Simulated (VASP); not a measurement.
Set up this calculation in VASP 6.6.1, as the native input.

| Property | Result |
| --- | --- |
| Task | single point |
| Functional | PBEsol |
| Potentials or basis | VASP PAW PBE potentials, release 64 (Ir) |
| Cutoff | 520 eV |
| k mesh | 18 × 18 × 18 |
| Occupations | gaussian, width 0.1 eV |
| Spin | no spin polarisation |
| Dipole correction | no |
| Further INCAR settings | ALGO = Normal; EDIFF = 1e-07; NBANDS = 10 |

The structure of Ir lies in POSCAR:

```
Ir
1.0
    0.0000000000      1.9151294299      1.9151294299
    1.9151294299      0.0000000000      1.9151294299
    1.9151294299      1.9151294299      0.0000000000
Ir
1
Direct
    0.0000000000      0.0000000000      0.0000000000
```

The input as run:

INCAR

```
SYSTEM = Ir
ALGO = Normal ; EDIFF = 1E-7
ENCUT = 520 ; GGA = PS
ISIF = 2 ; ISMEAR = 0
LASPH = .True. ; LCHARG = .False.
LREAL = .False. ; LWAVE = .False.
NBANDS = 10 ; NELM = 80
PREC = Accurate ; SIGMA = 0.1
```

KPOINTS

```
k-points
0
Gamma
  18 18 18
  0 0 0
```

Potentials or basis: VASP PAW PBE potentials, release 64 (Ir).

The run is started by

```sh
$ cat potpaw_PBE.64/Ir/POTCAR > POTCAR
$ mpirun -np 1 vasp_std > vasp.out
```

Results of the run:

* Pressure: 1.0 GPa

Caveat: the PAW data sets were made with another functional, which shifts forces and pressure a little.

It took 19 s on 1 thread of Intel(R) Xeon(R) Platinum 8488C (Sapphire Rapids) (shared host), peak memory 0.14 GiB.
